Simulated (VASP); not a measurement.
# Mn (P6_3/mmc) in VASP: notebook

Runs on Mn. Level: PBE. Tasks: single point, relaxation of cell and atoms.

Program: VASP 6.6.1. These are calculated values, not measurements. Logs are shortened: lines on timing, memory, paths and dates and some standing lists are left out, and cuts for length are marked.

### Step 1. The cell of the first run

It takes space group P6_3/mmc (No. 194, hexagonal). The conventional cell has a = 2.119 Å, b = 2.119 Å, c = 3.410 Å, α = 90.00°, β = 90.00°, γ = 120.00°. Mn (site symmetry -6m2) has 12 Mn at 2.10 to 2.12 Å within 2.8 Å.

This isn't the form of Mn at room conditions, which is a 58-atom cubic cell.

### Step 2. Single point, PBE, collinear spin, ferromagnetic start

INCAR reads:

```
PREC = Accurate
ENCUT = 680
EDIFF = 1E-6
ISMEAR = -1
SIGMA = 0.1
LREAL = F
LASPH = T
NELM = 200
ALGO = Normal
ISIF = 2
LWAVE = F
LCHARG = T
ISPIN = 2
MAGMOM = 3 3
LORBIT = 11
LMAXMIX = 4
GGA = PE
LELF = T
LVHAR = T
NBANDS = 26
GGA_COMPAT = F
```

KPOINTS reads:

```
Automatic mesh
0
Gamma
  21 21 11
```

POSCAR reads:

```
Mn
1.0
    2.1187717023      0.0000000000      0.0000000000
   -1.0593858512      1.8349101190      0.0000000000
    0.0000000000      0.0000000000      3.4095676533
Mn
2
Direct
    0.3333333333      0.6666666667      0.2500000000
    0.6666666667      0.3333333333      0.7500000000
```

Potentials or basis: VASP PAW PBE potentials, release 64 (Mn_sv).

On the command line:

```
$ cat potpaw_PBE.64/Mn_sv/POTCAR > POTCAR
$ mpirun -np 1 vasp_std > vasp.out
```

OUTCAR:

```text
PREC = Accurate
   ENCUT = 680
   EDIFF = 1E-6
   ISMEAR = -1
   LREAL = F
   LASPH = T
   NELM = 200
   ISIF = 2
   ISPIN = 2
   LORBIT = 11
   GGA = PE

 ion  position               nearest neighbor table
   1  0.333  0.667  0.250-   2 2.10   2 2.10   2 2.10   2 2.10   2 2.10   2 2.10
   2  0.667  0.333  0.750-   1 2.10   1 2.10   1 2.10   1 2.10   1 2.10   1 2.10

  LATTYP: Found a hexagonal cell.
 ALAT       =     2.1187717023
 C/A-ratio  =     1.6092189874

  Lattice vectors:

 A1 = (   2.1187717023,   0.0000000000,   0.0000000000)
 A2 = (  -1.0593858512,   1.8349101190,   0.0000000000)
 A3 = (   0.0000000000,   0.0000000000,   3.4095676533)

Analysis of symmetry for initial positions (statically):
=====================================================================
 Subroutine PRICEL returns:
 Original cell was already a primitive cell.

 Routine SETGRP: Setting up the symmetry group for a
 hexagonal supercell.

 Subroutine GETGRP returns: Found 24 space group operations
 (whereof 12 operations were pure point group operations)
 out of a pool of 24 trial point group operations.

The static configuration has the point symmetry D_3d.
 The point group associated with its full space group is D_6h.

Analysis of symmetry for dynamics (positions and initial velocities):
=====================================================================
 Subroutine PRICEL returns:
 Original cell was already a primitive cell.

 Routine SETGRP: Setting up the symmetry group for a
 hexagonal supercell.

 Subroutine GETGRP returns: Found 24 space group operations
 (whereof 12 operations were pure point group operations)
 out of a pool of 24 trial point group operations.

The dynamic configuration has the point symmetry D_3d.
 The point group associated with its full space group is D_6h.

Analysis of structural, dynamic, and magnetic symmetry:
=====================================================================
 Subroutine PRICEL returns:
 Original cell was already a primitive cell.

 Routine SETGRP: Setting up the symmetry group for a
 hexagonal supercell.

 Subroutine GETGRP returns: Found 24 space group operations
 (whereof 12 operations were pure point group operations)
 out of a pool of 24 trial point group operations.

The overall configuration has the point symmetry D_3d.
 The point group associated with its full space group is D_6h.

 Subroutine INISYM returns: Found 24 space group operations
[... 117 lines left out ...]
     AMIX_MAG =   1.60;   BMIX_MAG =  1.00
  volume/ion in A,a.u.               =       6.63        44.73
  Fermi-wavevector in a.u.,A,eV,Ry     =   2.149393  4.061764 62.857422  4.619890
  Thomas-Fermi vector in A             =   3.126164
   LORBIT       =     11    0 simple, 1 ext, 2 COOP (PROOUT), +10 PAW based schemes
   GGA     = PE    functional components
   LHFCALC =     F    Hartree Fock is set to
   AEXX    =    0.0000 exact exchange contribution
   IVDW    =     0    specifies the selected vdW correction
   LEPSILON=     F    determine dielectric tensor
   LRPA    =     F    only Hartree local field effects (RPA)
 spin polarized calculation
  energy-cutoff  :      680.00
  volume of cell :       13.26
 maximum number of plane-waves:       553
 NGX is ok and might be reduce to    18
   NGX =  9   NGY =  9   NGZ = 15

 number of electron      29.9999996 magnetization       0.0001283

 number of electron      29.9999996 magnetization      -0.0000030

 Free energy of the ion-electron system (eV)
  ---------------------------------------------------
  ext. energy  EPLUGINS =         0.00000000
  ---------------------------------------------------
  free energy    TOTEN  =       -11.95418548 eV

  energy without entropy =      -11.90365565  energy(sigma->0) =      -11.92892057

 E-fermi :  24.2826     XC(G=0): -17.3522

 val. band max:       24.2767572715   @ k =   0.2857   0.2857   0.4545
 cond. band min:      24.2876253853   @ k =   0.2857   0.0476   0.2727
 fundamental gap:      0.0108681137
 Fermi energy:        24.2826138140

 spin component 1

 k-point     1 :       0.0000    0.0000    0.0000
  band No.  band energies     occupation
      1     -55.8996      1.00000
      2     -54.8802      1.00000
      3     -25.9005      1.00000
      4     -22.9743      1.00000
      5     -22.9743      1.00000
      6     -22.5532      1.00000
[... 685 lines left out ...]
     25      53.9012      0.00000
     26      55.1851      0.00000

 [... further k-points ...]

 spin component 2

 k-point     1 :       0.0000    0.0000    0.0000
  band No.  band energies     occupation
      1     -55.8997      1.00000
      2     -54.8802      1.00000
      3     -25.9005      1.00000
      4     -22.9743      1.00000
      5     -22.9743      1.00000
      6     -22.5532      1.00000
[... 685 lines left out ...]
     25      53.9012      0.00000
     26      55.1851      0.00000

 [... further k-points ...]

------------------------ aborting loop because EDIFF is reached ----------------------------------------

  FORCE on cell =-STRESS in cart. coord.  units (eV):
  Direction    XX          YY          ZZ          XY          YZ          ZX
  --------------------------------------------------------------------------------------
  -------------------------------------------------------------------------------------
  Total       30.4093095     30.4093095     30.4392712     -0.0000000     -0.0000000      0.0000000
  in kB     3675.5206720   3675.5206719   3679.1420933     -0.0000001     -0.0000000      0.0000000
  external PRESSURE =    3676.7278124 kB  Pullay stress =       0.0000000 kB

 VOLUME and BASIS-vectors are now :
 -----------------------------------------------------------------------------
  energy-cutoff  :      680.00
  volume of cell :       13.26
      direct lattice vectors                 reciprocal lattice vectors
     2.118771702  0.000000000  0.000000000     0.471971567  0.272492911  0.000000000
    -1.059385851  1.834910119  0.000000000     0.000000000  0.544985822  0.000000000
     0.000000000  0.000000000  3.409567653     0.000000000  0.000000000  0.293292318

 POSITION                                       TOTAL-FORCE (eV/Angst)
 -----------------------------------------------------------------------------------
     -0.00000      1.22327      0.85239        -0.000000     -0.000000      0.000000
      1.05939      0.61164      2.55718         0.000000      0.000000      0.000000
 -----------------------------------------------------------------------------------
    total drift:                                0.000000     -0.000000      0.000000

  FREE ENERGIE OF THE ION-ELECTRON SYSTEM (eV)
  ---------------------------------------------------
  free  energy   TOTEN  =       -11.9541854848 eV

  energy  without entropy=      -11.9036556487  energy(sigma->0) =      -11.92892057

 total charge

# of ion       s       p       d       tot
------------------------------------------
    1        2.418   6.212   5.302  13.932
    2        2.418   6.212   5.302  13.932
--------------------------------------------------
tot          4.836  12.425  10.604  27.865

 magnetization (x)

# of ion       s       p       d       tot
------------------------------------------
    1        0.000   0.000  -0.000  -0.000
    2        0.000   0.000  -0.000  -0.000
--------------------------------------------------
tot          0.000   0.000  -0.000  -0.000
```

stdout:

```text
POSCAR found type information on POSCAR Mn
 POSCAR found :  1 types and       2 ions
 scaLAPACK will be used
 LDA part: xc-table for (Slater+PW92), standard interpolation
 POSCAR, INCAR and KPOINTS ok, starting setup
 FFT: planning ... GRIDC
 FFT: planning ... GRID_SOFT
 FFT: planning ... GRID
 WAVECAR not read
 entering main loop
```

It took 2.5 min on 1 thread of Intel Xeon 6975P-C (Granite Rapids), shared host; peak memory 0.3 GiB.

Results:

* Free energy: -11.9542 eV
* Pressure: 367.7 GPa
* Band gap on the k mesh: zero (filled and empty bands overlap)
* Net moment: 0.00 μB per cell
* Valence electrons inside the program's atomic spheres: Mn 13.93

Caveat: atoms lie so close that the PAW spheres overlap strongly, which falsifies energies and pressures; the cell stands under pressure; the moments typed at the start vanished in this run.

(Continued in part 2 of 2.)
